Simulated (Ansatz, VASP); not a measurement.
## BN in VASP and in Ansatz

The input INCAR:

```
SYSTEM = BN
PREC = Accurate ; ENCUT = 520
EDIFF = 1E-7 ; ISMEAR = 0
SIGMA = 0.05 ; LREAL = .False.
LASPH = .True. ; NELM = 60
ALGO = Normal ; ISIF = 2
LWAVE = .False. ; LCHARG = .False.
GGA = PS ; NBANDS = 26
```

File KPOINTS:

```
Automatic mesh
0
Gamma
  12 12 1
  0 0 0
```

The input POSCAR:

```
BN
1.0
    2.5043488730      0.0000000000      0.0000000000
   -1.2521744365      2.1688297439      0.0000000000
    0.0000000000      0.0000000000     15.5286415822
B N
4 4
Direct
    0.6666666667      0.3333333333      0.1609928329
    0.3333333333      0.6666666667      0.3869976110
    0.6666666667      0.3333333333      0.6130023890
    0.3333333333      0.6666666667      0.8390071671
    0.3333333333      0.6666666667      0.1609928329
    0.6666666667      0.3333333333      0.3869976110
    0.3333333333      0.6666666667      0.6130023890
    0.6666666667      0.3333333333      0.8390071671
```

Input for Ansatz:

```yaml
crystal:
  lattice:
    - [2.504348873, 0.0, 0.0]
    - [-1.2521744365, 2.1688297439, 0.0]
    - [0.0, 0.0, 15.5286415822]
  atoms:
    - { symbol: B, position: [0.6666666667, 0.3333333333, 0.1609928329] }
    - { symbol: "N", position: [0.3333333333, 0.6666666667, 0.1609928329] }
    - { symbol: B, position: [0.3333333333, 0.6666666667, 0.386997611] }
    - { symbol: "N", position: [0.6666666667, 0.3333333333, 0.386997611] }
    - { symbol: B, position: [0.6666666667, 0.3333333333, 0.613002389] }
    - { symbol: "N", position: [0.3333333333, 0.6666666667, 0.613002389] }
    - { symbol: B, position: [0.3333333333, 0.6666666667, 0.8390071671] }
    - { symbol: "N", position: [0.6666666667, 0.3333333333, 0.8390071671] }
basis:
  ecutwfc: 420
kpoints:
  mp_grid: { grid: [12, 12, 1] }
hamiltonian:
  xc: pbesol
scf:
  occupations: { method: gaussian, width: 0.05 }
output:
  forces: true
  stress: true
  eigenvalues: true
```

Alike in both runs: task single point; functional PBEsol; k mesh 12 × 12 × 1; occupations gaussian, width 0.05 eV; no spin polarisation.

```csv
,VASP,Ansatz
version,VASP 6.6.1,Ansatz 0.2.0
potentials or method,"VASP PAW PBE potentials, release 64 (B, N), cutoff 520 eV","scalar-relativistic, plane waves, PAW"
valence electrons in the cell,32,32
```

|  | VASP | Ansatz | Ansatz less VASP |
| --- | --- | --- | --- |
| gap on the k mesh at the Fermi level (eV) | 4.32 | 4.33 | +0.010 |
| least direct gap on the mesh (eV) | 4.62 | 4.63 | +0.007 |
| rms of the force components (eV/Å) | 0.011 | 0.011 | 0.0000 |

VASP's potentials were made for PBE, not for PBEsol.
